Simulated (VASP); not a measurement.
B, 12 atoms in the cell. It takes space group R-3m (No. 166, trigonal). Conventional cell: a = 4.861 Å, b = 4.861 Å, c = 12.462 Å, α = 90.00°, β = 90.00°, γ = 120.00°. Within 2.2 Å of B (site symmetry m) lie 6 B at 1.66 to 1.79 Å. B (site symmetry m) has 7 B at 1.77 to 1.98 Å within 2.4 Å. 

* Program: VASP 6.6.1
* Task: single point
* Functional: PBE
* Dispersion: D3(BJ)
* Potentials or basis: VASP PAW PBE potentials, release 64 (B)
* Cutoff: 520 eV
* k mesh: 9 × 9 × 9
* Occupations: gaussian, width 0.02 eV
* Spin: no spin polarisation
* Dipole correction: no
* Further INCAR settings: ALGO = Normal; EDIFF = 1e-07; NBANDS = 30

Potentials or basis: VASP PAW PBE potentials, release 64 (B).

Run with:

```bash
$ cat potpaw_PBE.64/B/POTCAR > POTCAR
$ mpirun -np 1 vasp_std > vasp.out
```

Hardware: 1 thread of Intel(R) Xeon(R) 6975P-C (Granite Rapids) (shared host).

Estimate the wall time of this run.

It took 2.1 min on 1 thread of Intel(R) Xeon(R) 6975P-C (Granite Rapids), with other jobs on the host, peak memory 0.31 GiB. Counts: scf iterations 15, k points 85.
